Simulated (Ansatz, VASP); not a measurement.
One calculation of VH2, two programs

Contents of POSCAR:

```
VH2
1.0
    0.0000000000      2.0510126768      2.0510126768
    2.0510126768      0.0000000000      2.0510126768
    2.0510126768      2.0510126768      0.0000000000
V H
1 2
Direct
    0.0000000000      0.0000000000      0.0000000000
    0.2500000000      0.2500000000      0.2500000000
    0.7500000000      0.7500000000      0.7500000000
```

INCAR.step1

```
PREC = Accurate
ENCUT = 520
ISMEAR = 0
SIGMA = 0.1
LREAL = False
LASPH = True
NELM = 80
NBANDS = 14
GGA = PE
ALGO = Normal
EDIFF = 1E-4
LWAVE = True
LCHARG = False
```

The input INCAR.step2:

```
PREC = Accurate
ENCUT = 520
EDIFF = 1E-6
ISMEAR = 0
SIGMA = 0.1
LREAL = False
LASPH = True
NELM = 80
ALGO = Normal
ISIF = 2
LWAVE = False
LCHARG = False
METAGGA = R2SCAN
LMIXTAU = True
NBANDS = 14
ISTART = 1
```

The input KPOINTS:

```
regular mesh
0
Gamma
  16 16 16
```

Input for Ansatz:

```yaml
crystal:
  lattice:
    - [0.0, 2.0510126768, 2.0510126768]
    - [2.0510126768, 0.0, 2.0510126768]
    - [2.0510126768, 2.0510126768, 0.0]
  atoms:
    - { symbol: V, position: [0.0, 0.0, 0.0] }
    - { symbol: H, position: [0.25, 0.25, 0.25] }
    - { symbol: H, position: [0.75, 0.75, 0.75] }
basis:
  ecutwfc: 500
kpoints:
  mp_grid: { grid: [16, 16, 16] }
hamiltonian:
  xc: r2scan
scf:
  occupations: { method: gaussian, width: 0.1 }
output:
  forces: true
  stress: true
  eigenvalues: true
```

Alike in both runs: task single point; functional r2SCAN; k mesh 16 × 16 × 16; occupations gaussian, width 0.1 eV; no spin polarisation.

|  | VASP | Ansatz |
| --- | --- | --- |
| version | VASP 6.6.1 | Ansatz 0.2.0 |
| potentials or method | VASP PAW PBE potentials, release 64 (V_sv, H), cutoff 520 eV | scalar-relativistic, plane waves, PAW |
| valence electrons in the cell | 15 | 15 |

Ansatz gave:

* gap on the k mesh at the Fermi level (eV): none
* pressure (GPa): 13.0

Task: Estimate VASP's values.

Result: gap on the k mesh at the Fermi level (eV): none; pressure (GPa): 13.5.

VASP's potentials were made for PBE, not for r2SCAN. A gap of «none» marks a metal or a gap that the smearing closes.
